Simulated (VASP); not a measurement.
Here is a VASP 6.6.1 calculation.

Contents of INCAR:

```
SYSTEM = MgO
PREC = Accurate
ENCUT = 600
EDIFF = 1E-7
ISMEAR = 0
SIGMA = 0.1
LREAL = .FALSE.
LASPH = .TRUE.
NELM = 120
ALGO = Normal
ISIF = 3
LWAVE = .FALSE.
LCHARG = .FALSE.
GGA = PE
IBRION = 2
NSW = 90
EDIFFG = -0.04
GGA_COMPAT = .FALSE.
NELMIN = 4
```

File KPOINTS:

```
Automatic mesh
0
G
  6 6 4
  0 0 0
```

POSCAR

```
MgO
1.0
    3.1044380200      0.0000000000      0.0000000000
   -1.5522190100      2.6885221900      0.0000000000
    0.0000000000      0.0000000000      5.1148398800
Mg O
2 2
Direct
    0.0000000000      0.0000000000      0.0000000000
    0.0000000000      0.0000000000      0.5000000000
    0.3333333300      0.6666666700      0.7500000000
    0.6666666700      0.3333333300      0.2500000000
```

Potentials or basis: VASP PAW PBE potentials, release 64 (Mg, O).

The run is started by

```console
$ cat potpaw_PBE.64/Mg/POTCAR potpaw_PBE.64/O/POTCAR > POTCAR
$ mpirun -np 1 vasp_std > vasp.out
```

Problem. What does it give for the space group after relaxing (to 0.05 Å)?

Solution. P6_3/mmc (No. 194).

Problem. Estimate the relaxed volume.

Solution. 9.71 Å³/atom.

Problem. What does it give for the band gap on the k mesh?

Solution. 4.18 eV, direct.

Problem. What does it give for the relaxed cell?

Solution. a = 2.954 Å, b = 2.954 Å, c = 5.142 Å, α = 90.00°, β = 90.00°, γ = 120.00°.

Stress tensor (GPa, compression positive):
```
-0.29  0.00  0.00
 0.00 -0.29  0.00
 0.00  0.00  0.36
```

A hybrid or GW would open this gap; PBE tends to underestimate it.
